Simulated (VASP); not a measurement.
Mg4Zn, 5 atoms in the cell. It takes space group Pm-3m (No. 221, cubic). Conventional cell: a = 5.283 Å, b = 5.283 Å, c = 5.283 Å, α = 90.00°, β = 90.00°, γ = 90.00°. Mg (site symmetry 4/mmm) has 2 Mg at 2.64 Å within 3.5 Å. Mg (site symmetry m-3m) has 6 Mg at 2.64 Å within 3.5 Å. Within 4.9 Å of Zn (site symmetry m-3m) lie 20 Mg at 3.74 to 4.58 Å. 

```yaml
Program: VASP 6.6.1
Task: single point
Functional: PBE
Potentials_or_basis: VASP PAW PBE potentials, release 64 (Mg, Zn)
Cutoff: 520 eV
k_mesh: 4 × 4 × 4
Occupations: gaussian, width 0.1 eV
Spin: no spin polarisation
Dipole_correction: no
Further_INCAR_settings: ALGO = Fast; EDIFF = 1e-07; NBANDS = 18
```

Potentials or basis: VASP PAW PBE potentials, release 64 (Mg, Zn).

Launch:

```bash
$ cat potpaw_PBE.64/Mg/POTCAR potpaw_PBE.64/Zn/POTCAR > POTCAR
$ mpirun -np 1 vasp_std > vasp.out
```

Hardware: 1 thread of AMD EPYC 7R13 (shared host).

Estimate the wall time of this run.

Wall time 51 s on 1 thread of AMD EPYC 7R13 (shared host), peak memory 0.21 GiB. Counts: scf iterations 14, k points 10.
